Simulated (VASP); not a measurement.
# ZnO (P6_3mc) in VASP: a series of runs

Runs on ZnO. Level: r2SCAN. Tasks: single point.

All numbers are computed with VASP 6.6.1; they aren't measurements. Logs are shortened: lines on timing, memory, paths and dates and some standing lists are left out, and cuts for length are marked.

## Step 1: The cell of the first run

The structure is hexagonal, space group P6_3mc (No. 186). The conventional cell has a = 3.251 Å, b = 3.251 Å, c = 5.184 Å, α = 90.00°, β = 90.00°, γ = 120.00°. Zn (site symmetry 3m) has 4 O at 1.97 to 1.98 Å within 2.6 Å. O (site symmetry 3m) has 4 Zn at 1.97 to 1.98 Å within 2.6 Å.

## Step 2: Single point, r2SCAN (in-plane strain +0.005, then relaxed in part)

POSCAR

```
ZnO
1.0
    3.2513714339      0.0000000000      0.0000000000
   -1.6256857170      2.8157702589      0.0000000000
    0.0000000000      0.0000000000      5.1843909859
Zn O
2 2
Direct
    0.3333333333      0.6666666667      0.4983581542
    0.6666666667      0.3333333333     -0.0016418458
    0.6666666667      0.3333333333      0.3806518458
    0.3333333333      0.6666666667      0.8806518458
```

INCAR.step1

```
PREC = Accurate
ENCUT = 1480
ISMEAR = 0
SIGMA = 0.01
LREAL = False
LASPH = True
NELM = 120
NBANDS = 26
GGA = PE
ALGO = Normal
EDIFF = 1E-5
LWAVE = True
LCHARG = False
GGA_COMPAT = False
```

INCAR.step2

```
PREC = Accurate
ENCUT = 1480
EDIFF = 1E-6
ISMEAR = 0
SIGMA = 0.01
LREAL = False
LASPH = True
NELM = 120
ALGO = Normal
ISIF = 2
LWAVE = False
LCHARG = False
METAGGA = R2SCAN
LMIXTAU = True
NBANDS = 26
ISTART = 1
GGA_COMPAT = False
```

KPOINTS

```
regular mesh
0
Gamma
  8 8 4
```

Potentials or basis: VASP PAW PBE potentials, release 64 (Zn, O_h).

On the command line:

```bash
$ cat potpaw_PBE.64/Zn/POTCAR potpaw_PBE.64/O_h/POTCAR > POTCAR
$ cp INCAR.step1 INCAR
$ mpirun -np 1 vasp_std > vasp.out
$ cp INCAR.step2 INCAR
$ mpirun -np 1 vasp_std > vasp.out
```

OUTCAR:

```text
PREC = Accurate
   ENCUT = 1480
   EDIFF = 1E-6
   ISMEAR = 0
   LREAL = False
   LASPH = True
   NELM = 120
   ISIF = 2
   METAGGA = R2SCAN
   ISTART = 1

 ion  position               nearest neighbor table
   1  0.333  0.667  0.498-   3 1.97   3 1.97   3 1.97   4 1.98
   2  0.667  0.333  0.998-   4 1.97   4 1.97   4 1.97   3 1.98
   3  0.667  0.333  0.381-   1 1.97   1 1.97   1 1.97   2 1.98
   4  0.333  0.667  0.881-   2 1.97   2 1.97   2 1.97   1 1.98

  LATTYP: Found a hexagonal cell.
 ALAT       =     3.2513714339
 C/A-ratio  =     1.5945243696

  Lattice vectors:

 A1 = (   3.2513714339,   0.0000000000,   0.0000000000)
 A2 = (  -1.6256857170,   2.8157702589,   0.0000000000)
 A3 = (   0.0000000000,   0.0000000000,   5.1843909859)

Analysis of symmetry for initial positions (statically):
=====================================================================
 Subroutine PRICEL returns:
 Original cell was already a primitive cell.

 Routine SETGRP: Setting up the symmetry group for a
 hexagonal supercell.

 Subroutine GETGRP returns: Found 12 space group operations
 (whereof  6 operations were pure point group operations)
 out of a pool of 24 trial point group operations.

The static configuration has the point symmetry C_3v.
 The point group associated with its full space group is C_6v.

Analysis of symmetry for dynamics (positions and initial velocities):
=====================================================================
 Subroutine PRICEL returns:
 Original cell was already a primitive cell.

 Routine SETGRP: Setting up the symmetry group for a
 hexagonal supercell.

 Subroutine GETGRP returns: Found 12 space group operations
 (whereof  6 operations were pure point group operations)
 out of a pool of 24 trial point group operations.

The dynamic configuration has the point symmetry C_3v.
 The point group associated with its full space group is C_6v.

 Subroutine INISYM returns: Found 12 space group operations
 (whereof  6 operations are pure point group operations),
 and found     1 'primitive' translations

----------------------------------------------------------------------------------------

                                     Primitive cell

[... 77 lines left out ...]
   number of dos      NEDOS =    301   number of ions     NIONS =      4
   total plane-waves  NPLWV = 123480
   dimension x,y,z NGX =    42 NGY =   42 NGZ =   70
   dimension x,y,z NGXF=    84 NGYF=   84 NGZF=  140
   ions per type =               2   2
   NGX,Y,Z   is equivalent  to a cutoff of  21.48, 21.48, 22.45 a.u.
   NGXF,Y,Z  is equivalent  to a cutoff of  42.95, 42.95, 44.89 a.u.
 SYSTEM =  unknown system
   PREC   = accura    normal or accurate (medium, high low for compatibility)
   ISTART =      1    job   : 0-new  1-cont  2-samecut
   ICHARG =      0    charge: 1-file 2-atom 10-const
   ISPIN  =      1    spin polarized calculation?
   LNONCOLLINEAR =      F non collinear calculations
   LSORBIT =      F    spin-orbit coupling
   LASPH  =      T    aspherical Exc in radial PAW
   ENCUT  = 1480.0 eV 108.78 Ry   10.43 a.u.  10.20 10.20 16.26*2*pi/ulx,y,z
   NELM   =    120;   NELMIN=  2; NELMDL=  0     # of ELM steps
   EDIFF  = 0.1E-05   stopping-criterion for ELM
   LREAL  =      F    real-space projection
[... 7 lines left out ...]
   TEBEG  =    0.0;   TEEND  =   0.0 temperature during run
   PSTRESS=    0.0 pullay stress
   NELECT =      36.0000    total number of electrons
   NUPDOWN=      -1.0000    fix difference up-down
   EMIN   =  10.00;   EMAX   =-10.00  energy-range for DOS
   EFERMI =   0.00;   METHOD = LEGACY
   ISMEAR =     0;   SIGMA  =   0.01  broadening in eV -4-tet -1-fermi 0-gaus
   EFERMI_NEDOS =   21; number of points for ismear=-14 and -15
   IALGO  =     38    algorithm
   IMIX   =      4    mixing-type and parameters
     AMIX     =   0.40;   BMIX     =  1.00
     AMIX_MAG =   1.60;   BMIX_MAG =  1.00
  volume/ion in A,a.u.               =      11.87        80.08
  Fermi-wavevector in a.u.,A,eV,Ry     =   1.492984  2.821331 30.327402  2.229001
  Thomas-Fermi vector in A             =   2.605442
   LORBIT       =      0    0 simple, 1 ext, 2 COOP (PROOUT), +10 PAW based schemes
   METAGGA = R2SCAN    functional components
   LHFCALC =     F    Hartree Fock is set to
   AEXX    =    0.0000 exact exchange contribution
   IVDW    =     0    specifies the selected vdW correction
   LEPSILON=     F    determine dielectric tensor
   LRPA    =     F    only Hartree local field effects (RPA)
 non-spin polarized calculation
 Gauss-broadening in eV      SIGMA  =   0.01
  energy-cutoff  :     1480.00
  volume of cell :       47.46
 maximum number of plane-waves:      6162
 NGX is ok and might be reduce to    42
   NGX = 21   NGY = 21   NGZ = 33

 number of electron      36.0000001 magnetization

 Free energy of the ion-electron system (eV)
  ---------------------------------------------------
  ext. energy  EPLUGINS =         0.00000000
  ---------------------------------------------------
  free energy    TOTEN  =       -36.34742818 eV

  energy without entropy =      -36.34742818  energy(sigma->0) =      -36.34742818

 E-fermi :   1.2704     XC(G=0): -11.6786

 val. band max:        1.1853641426   @ k =   0.0000   0.0000   0.0000
 cond. band min:       2.4299410477   @ k =   0.0000   0.0000   0.0000
 fundamental gap:      1.2445769051
 Fermi energy:         1.2703740132

 k-point     1 :       0.0000    0.0000    0.0000
  band No.  band energies     occupation
      1     -17.9099      2.00000
      2     -17.2085      2.00000
      3      -4.6424      2.00000
      4      -4.6424      2.00000
      5      -4.5501      2.00000
      6      -4.4787      2.00000
[... 685 lines left out ...]
     25      15.7206      0.00000
     26      15.7206      0.00000

 [... further k-points ...]
[... 5 lines left out ...]
  --------------------------------------------------------------------------------------
  -------------------------------------------------------------------------------------
  Total        0.1055367      0.1055367      0.4366067     -0.0000000      0.0000000      0.0000000
  in kB        3.5624801      3.5624801     14.7380309     -0.0000000      0.0000000      0.0000000
  external PRESSURE =       7.2876637 kB  Pullay stress =       0.0000000 kB

 VOLUME and BASIS-vectors are now :
 -----------------------------------------------------------------------------
  energy-cutoff  :     1480.00
  volume of cell :       47.46
      direct lattice vectors                 reciprocal lattice vectors
     3.251371434  0.000000000  0.000000000     0.307562523  0.177571305  0.000000000
    -1.625685717  2.815770259  0.000000000     0.000000000  0.355142610  0.000000000
     0.000000000  0.000000000  5.184390986     0.000000000  0.000000000  0.192886687

 POSITION                                       TOTAL-FORCE (eV/Angst)
 -----------------------------------------------------------------------------------
     -0.00000      1.87718      2.58368        -0.000000      0.000000     -0.002210
      1.62569      0.93859      5.17588         0.000000     -0.000000     -0.002210
      1.62569      0.93859      1.97345         0.000000     -0.000000      0.002210
     -0.00000      1.87718      4.56564        -0.000000      0.000000      0.002210
 -----------------------------------------------------------------------------------
    total drift:                                0.000000      0.000000     -0.011936

  FREE ENERGIE OF THE ION-ELECTRON SYSTEM (eV)
  ---------------------------------------------------
  free  energy   TOTEN  =       -36.3474281763 eV

  energy  without entropy=      -36.3474281763  energy(sigma->0) =      -36.34742818
```

OUTCAR.step1:

```text
PREC = Accurate
   ENCUT = 1480
   ISMEAR = 0
   LREAL = False
   LASPH = True
[... 927 lines left out ...]
     -0.00000      1.87718      2.58368        -0.000000      0.000000     -0.003035
      1.62569      0.93859      5.17588         0.000000      0.000000     -0.003035
      1.62569      0.93859      1.97345        -0.000000      0.000000      0.003035
     -0.00000      1.87718      4.56564         0.000000      0.000000      0.003035
 -----------------------------------------------------------------------------------
    total drift:                                0.000000     -0.000000     -0.000322

  FREE ENERGIE OF THE ION-ELECTRON SYSTEM (eV)
  ---------------------------------------------------
  free  energy   TOTEN  =       -17.8319047744 eV

  energy  without entropy=      -17.8319047744  energy(sigma->0) =      -17.83190477
```

OSZICAR.step1:

```text
N       E                     dE             d eps       ncg     rms          rms(c)
DAV:   1     0.458724819194E+03    0.45872E+03   -0.33239E+04  1584   0.406E+03
DAV:   2     0.591335452420E+02   -0.39959E+03   -0.37615E+03  1616   0.701E+02
DAV:   3    -0.166274593327E+02   -0.75761E+02   -0.72619E+02  1816   0.222E+02
DAV:   4    -0.210062390661E+02   -0.43788E+01   -0.43359E+01  1722   0.587E+01
DAV:   5    -0.210523592948E+02   -0.46120E-01   -0.46081E-01  1736   0.598E+00    0.150E+01
DAV:   6    -0.176316818444E+02    0.34207E+01   -0.59270E+00  2574   0.608E+01    0.895E+00
DAV:   7    -0.178803460143E+02   -0.24866E+00   -0.32427E+00  1806   0.172E+01    0.552E+00
DAV:   8    -0.178800293314E+02    0.31668E-03   -0.55182E-01  2200   0.744E+00    0.188E+00
DAV:   9    -0.178298535481E+02    0.50176E-01   -0.10244E-01  2226   0.598E+00    0.451E-01
DAV:  10    -0.178316691517E+02   -0.18156E-02   -0.44474E-02  1578   0.172E+00    0.115E-01
DAV:  11    -0.178319241319E+02   -0.25498E-03   -0.15270E-03  1870   0.785E-01    0.422E-02
DAV:  12    -0.178318947363E+02    0.29396E-04   -0.36525E-04  1876   0.562E-01    0.106E-02
DAV:  13    -0.178319089252E+02   -0.14189E-04   -0.42341E-05  1628   0.671E-02    0.213E-02
DAV:  14    -0.178319047744E+02    0.41509E-05   -0.83741E-06  1152   0.345E-02
   1 F= -.17831905E+02 E0= -.17831905E+02  d E =-.167785E-39
```

Wall time 11 min (1 thread of Intel Xeon Platinum 8259CL at 2.50GHz (Skylake/Cascade Lake), shared host); peak memory 0.47 GiB.

What came out:

* Free energy: -36.3474 eV
* Pressure: 0.7 GPa
* Band gap on the k mesh: 1.24 eV

Forces in eV/Å, atoms in the order of the input:
```
Zn   0.000  0.000 -0.002
Zn   0.000  0.000 -0.002
O    0.000  0.000  0.002
O    0.000  0.000  0.002
```

Caveat: the cell differs from its parent crystal (in-plane strain +0.005, then relaxed in part); the PAW data sets were made with another functional, which shifts forces and pressure a little.

## Step 3: Single point, r2SCAN (film at in-plane strain +0.01)

POSCAR

```
ZnO
1.0
    3.2675474112      0.0000000000      0.0000000000
   -1.6337737056      2.8297790662      0.0000000000
    0.0000000000      0.0000000000      5.1580292772
Zn O
2 2
Direct
    0.3333333333      0.6666666667      0.4970740949
    0.6666666667      0.3333333333     -0.0029259051
    0.6666666667      0.3333333333      0.3819359051
    0.3333333333      0.6666666667      0.8819359051
```

INCAR.step1

```
PREC = Accurate ; ENCUT = 1480
ISMEAR = 0 ; SIGMA = 0.01
LREAL = False ; LASPH = True
NELM = 120 ; NBANDS = 26
GGA = PE ; ALGO = Normal
EDIFF = 1E-5 ; LWAVE = True
LCHARG = False ; GGA_COMPAT = False
```

INCAR.step2

```
PREC = Accurate ; ENCUT = 1480
EDIFF = 1E-6 ; ISMEAR = 0
SIGMA = 0.01 ; LREAL = False
LASPH = True ; NELM = 120
ALGO = Normal ; ISIF = 2
LWAVE = False ; LCHARG = False
METAGGA = R2SCAN ; LMIXTAU = True
NBANDS = 26 ; ISTART = 1
GGA_COMPAT = False
```

KPOINTS

```
Automatic mesh
0
Gamma
  8 8 4
```

Potentials or basis: VASP PAW PBE potentials, release 64 (Zn, O_h).

On the command line:

```bash
$ cat potpaw_PBE.64/Zn/POTCAR potpaw_PBE.64/O_h/POTCAR > POTCAR
$ cp INCAR.step1 INCAR
$ mpirun -np 1 vasp_std > vasp.out
$ cp INCAR.step2 INCAR
$ mpirun -np 1 vasp_std > vasp.out
```

It took 9.1 min on 1 thread of AMD EPYC 9R45 (Zen 5), shared host; peak memory 0.45 GiB.

It converged, with:

| Property | Result |
| --- | --- |
| Free energy | -36.3441 eV |
| Pressure | -0.5 GPa |
| Largest force | 0.007 eV/Å |
| Band gap on the k mesh | 1.24 eV |

Forces on the atoms (eV/Å):
```
Zn   0.000  0.000 -0.007
Zn   0.000  0.000 -0.007
O    0.000  0.000  0.007
O    0.000  0.000  0.007
```

Stress tensor (GPa, compression positive):
```
-1.24  0.00  0.00
 0.00 -1.24  0.00
 0.00  0.00  0.95
```

Levels at points of the mesh, in eV from the valence-band top:
```
           k point  band 16  band 17  band 18  band 19  band 20  band 21
(0.00, 0.00, 0.00)    -0.09     0.00     0.00     1.24     5.76     8.98
(0.50, 0.00, 0.00)    -2.34    -1.25    -0.89     6.38     7.33     8.25
(0.00, 0.00, 0.50)    -0.40    -0.40    -0.40     3.95     3.95    10.92
(0.50, 0.00, 0.50)    -1.56    -1.30    -1.30     6.28     6.28     9.12
```

Caveat: the cell differs from its parent crystal (film at in-plane strain +0.01); the PAW data sets were made with another functional, which shifts forces and pressure a little.

## Step 4: Single point, r2SCAN (in-plane strain -0.02, then relaxed in part)

POSCAR

```
ZnO
1.0
    3.1704915475      0.0000000000      0.0000000000
   -1.5852457738      2.7457262226      0.0000000000
    0.0000000000      0.0000000000      5.3147157903
Zn O
2 2
Direct
    0.3333333333      0.6666666667      0.5048434181
    0.6666666667      0.3333333333      0.0048434181
    0.6666666667      0.3333333333      0.3741665819
    0.3333333333      0.6666666667      0.8741665819
```

INCAR.step1

```
PREC = Accurate
ENCUT = 1480
ISMEAR = 0
SIGMA = 0.01
LREAL = F
LASPH = T
NELM = 120
NBANDS = 26
GGA = PE
ALGO = Normal
EDIFF = 1E-5
LWAVE = T
LCHARG = F
GGA_COMPAT = F
```

INCAR.step2

```
PREC = Accurate
ENCUT = 1480
EDIFF = 1E-6
ISMEAR = 0
SIGMA = 0.01
LREAL = F
LASPH = T
NELM = 120
ALGO = Normal
ISIF = 2
LWAVE = F
LCHARG = F
METAGGA = R2SCAN
LMIXTAU = T
NBANDS = 26
ISTART = 1
GGA_COMPAT = F
```

KPOINTS is that of step 3.

On the command line:

```bash
$ cat potpaw_PBE.64/Zn/POTCAR potpaw_PBE.64/O_h/POTCAR > POTCAR
$ cp INCAR.step1 INCAR
$ mpirun -np 1 vasp_std > vasp.out
$ cp INCAR.step2 INCAR
$ mpirun -np 1 vasp_std > vasp.out
```

Wall time 9.8 min (1 thread of Intel Xeon Platinum 8259CL at 2.50GHz (Skylake/Cascade Lake), shared host); peak memory 0.46 GiB.

It converged, with:

| Property | Result |
| --- | --- |
| Free energy | -36.3150 eV |
| Pressure | 4.2 GPa |
| Largest force | 0.008 eV/Å |
| Band gap on the k mesh | 1.21 eV |

Forces on the atoms (eV/Å):
```
Zn   0.000  0.000  0.008
Zn   0.000  0.000  0.008
O    0.000  0.000 -0.008
O    0.000  0.000 -0.008
```

Stress tensor (GPa, compression positive):
```
5.73 0.00 0.00
0.00 5.73 0.00
0.00 0.00 1.11
```

Levels at points of the mesh, in eV from the valence-band top:
```tsv
k point	band 14	band 15	band 16	band 17	band 18	band 19	band 20	band 21	band 22	band 23
(0.00, 0.00, 0.00)	-0.83	-0.83	-0.13	0.00	0.00	1.21	6.14	8.56	14.25	14.25
(0.50, 0.00, 0.00)	-3.55	-2.97	-2.32	-1.46	-0.82	6.53	7.43	7.78	9.69	11.25
(0.00, 0.00, 0.50)	-2.39	-0.41	-0.41	-0.41	-0.41	3.93	3.93	10.71	10.71	14.56
(0.50, 0.00, 0.50)	-3.85	-1.62	-1.62	-1.52	-1.52	6.19	6.19	9.31	9.31	12.15
```

Caveat: the cell differs from its parent crystal (in-plane strain -0.02, then relaxed in part); the cell stands under pressure; the PAW data sets were made with another functional, which shifts forces and pressure a little.

## Step 5: Summary

| cell | gap on the mesh (eV) | pressure (GPa) | largest force (eV/Å) |
| --- | --- | --- | --- |
| a = 3.251, b = 3.251, c = 5.184 Å, angles 90.0, 90.0, 120.0°, 4 atoms, in-plane strain +0.005, then relaxed in part | 1.24 | 0.7 | - |
| a = 3.268, b = 3.268, c = 5.158 Å, angles 90.0, 90.0, 120.0°, 4 atoms, film at in-plane strain +0.01 | 1.24 | -0.5 | 0.01 |
| a = 3.170, b = 3.170, c = 5.315 Å, angles 90.0, 90.0, 120.0°, 4 atoms, in-plane strain -0.02, then relaxed in part | 1.21 | 4.2 | 0.01 |

Alike in all rows: task single point; level r2SCAN; potentials or basis VASP PAW PBE potentials, release 64 (Zn, O_h); no spin polarisation; k mesh 8 × 8 × 4; cutoff (eV) 1480; smearing gaussian 0.01 eV.

Caveats: the PAW data sets were made with another functional, which shifts forces and pressure a little; the cell stands under pressure (at least some runs).

Absolute energies hang on the potentials; compare differences alone.
